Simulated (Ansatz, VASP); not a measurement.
## One calculation of Sc12H, two programs

```xyz
13
Lattice="6.6200 0.0000 0.0000 -4.9650 8.5996 0.0000 0.0000 0.0000 5.2761" Properties=species:S:1:pos:R:3 pbc="T T T"
Sc   -0.0147    0.0314    0.0108
Sc    0.0355    1.9056    2.6335
Sc   -1.6886    2.8699    0.0114
Sc   -1.6361    4.7569    2.6472
Sc   -3.3371    5.7410    0.0001
Sc   -3.2646    7.6306    2.6345
Sc    3.2730    0.0024    0.0054
Sc    3.3257    1.8786    2.6330
Sc    1.6071    2.8818   -0.0007
Sc    1.6794    4.7670    2.6340
Sc   -0.0206    5.7499   -0.0098
Sc    0.0290    7.6366    2.6272
H     1.6274    0.9244    1.3200
```

Alike in both runs: functional PBE; dispersion D3(BJ); k mesh 2 × 1 × 2; occupations fermi-dirac, width 0.1 eV; no spin polarisation.

Ansatz relaxed the structure, and its values are those at the end. VASP's run is a single point on that final structure, the one shown.

|  | VASP | Ansatz |
| --- | --- | --- |
| version | VASP 6.6.1 | Ansatz 0.2.0 |
| potentials or method | VASP PAW PBE potentials, release 64 (Sc_sv, H), cutoff 520 eV | scalar-relativistic, plane waves, PAW |
| valence electrons in the cell | 133 | 133 |

```csv
,VASP,Ansatz,Ansatz less VASP
rms of the force components (eV/Å),0.014,0.014,-0.0005
```

The k mesh is coarse, so the values compare programs but aren't converged.
